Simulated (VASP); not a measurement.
Runs of VASP 6.6.1 on ZrH. The structure is that of space group P4_2/mmc (No. 131), or close to it. The cells are those of the table. 

```tsv
task	cell	gap on the mesh (eV)	pressure (GPa)
single point	a = 3.221, b = 3.221, c = 4.915 Å, 4 atoms	none	-0.2
electric field gradients	a = 3.243, b = 3.243, c = 4.948 Å, 4 atoms	none	-2.5
electric field gradients	a = 3.177, b = 3.177, c = 4.847 Å, 4 atoms	none	(a)
single point	a = 3.285, b = 3.285, c = 5.013 Å, 4 atoms	none	-6.7
electric field gradients	a = 3.285, b = 3.285, c = 5.013 Å, 4 atoms	none	-6.7
```

Alike in all rows: level PBEsol; potentials or basis VASP PAW PBE potentials, release 64 (Zr_sv, H); no spin polarisation; k mesh 9 × 9 × 6; cutoff (eV) 520; smearing fermi-dirac 0.02 eV.

Estimate the missing entries.

(a) 5.3.

Caveats: the PAW data sets were made with another functional, which shifts forces and pressure a little; the cell stands under tension (at least some runs); the cell stands under pressure (at least some runs).

A k mesh can miss the band edges, and the runs leave out spin-orbit coupling on Zr.

A gap of «none» marks levels without a gap at the run's occupations.
